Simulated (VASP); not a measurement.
The system is BaZrO3.

```
Ba Zr O
1.0
     4.19134    0.00000    0.00000
     0.00000    4.19134    0.00000
     0.00000    0.00000    4.19134
Ba Zr O
1 1 3
Direct
  0.00000 0.00000 0.00000
  0.50000 0.50000 0.50000
  0.50000 0.50000 0.00000
  0.50000 0.00000 0.50000
  0.00000 0.50000 0.50000
```

- Program: VASP 6.6.1
- Task: relaxation of cell and atoms
- Functional: PBEsol
- Potentials or basis: VASP PAW PBE potentials, release 64 (Ba_sv, Zr_sv, O)
- Cutoff: 600 eV
- k mesh: 6 × 6 × 6
- Occupations: fermi-dirac, width 0.05 eV
- Spin: no spin polarisation
- Hubbard terms: Zr d U = 4.0 eV

At the start: pressure 3.9 GPa; volume 14.73 Å³/atom.

Task: Where does the relaxation end?

Result: Over 3 steps the energy falls by 4.2 meV/atom and the volume is 15.08 Å³/atom (+2.4 %); space group Pm-3m (No. 221, to 0.1 Å) before and after.

Step by step:
```tsv
step	energy change (eV)	largest force (eV/Å)	pressure (GPa)	volume (Å³)
1	0.0000	0.0000	3.88	73.63
2	0.0064	0.0000	-4.05	77.50
3	-0.0209	0.0000	-0.01	75.40
```

Final structure:
```
Ba Zr O
1.0
     4.22468    0.00000    0.00000
     0.00000    4.22468    0.00000
     0.00000    0.00000    4.22468
Ba Zr O
1 1 3
Cartesian
  0.0000 0.0000 0.0000
  2.1123 2.1123 2.1123
  2.1123 2.1123 0.0000
  2.1123 0.0000 2.1123
  0.0000 2.1123 2.1123
```

Caveat: the PAW data sets were made with another functional, which shifts forces and pressure a little.
